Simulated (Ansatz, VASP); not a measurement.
## KF: VASP beside Ansatz

```
CELL_PARAMETERS angstrom
0.02500 2.67350 2.67350
2.69850 0.00000 2.69850
2.67350 2.67350 0.02500
ATOMIC_POSITIONS crystal
K 0.00000 0.00000 0.00000
F 0.50000 0.50000 0.50000
```

Change from the starting cell: strain +0.0187 x Voigt [0, 0, 0, 0, 1, 0], atoms carried along.

Alike in both runs: task single point; functional PBE; k mesh 8 × 8 × 8; occupations gaussian, width 0.05 eV; no spin polarisation.

```csv
,VASP,Ansatz
version,VASP 6.6.1,Ansatz 0.2.0
potentials or method,"VASP PAW PBE potentials, release 64 (K_sv, F), cutoff 520 eV","scalar-relativistic, plane waves, PAW"
valence electrons in the cell,16,16
```

```tsv
	VASP	Ansatz	Ansatz less VASP
gap on the k mesh at the Fermi level (eV)	6.15	6.16	+0.016
least direct gap on the mesh (eV)	6.15	6.16	+0.016
pressure (GPa)	1.4	1.3	-0.04
traceless stress, the component that is largest in VASP (GPa)	-0.24	-0.25	-0.003
```

With one functional, cell and mesh, what is left measures potentials, basis and numerics.
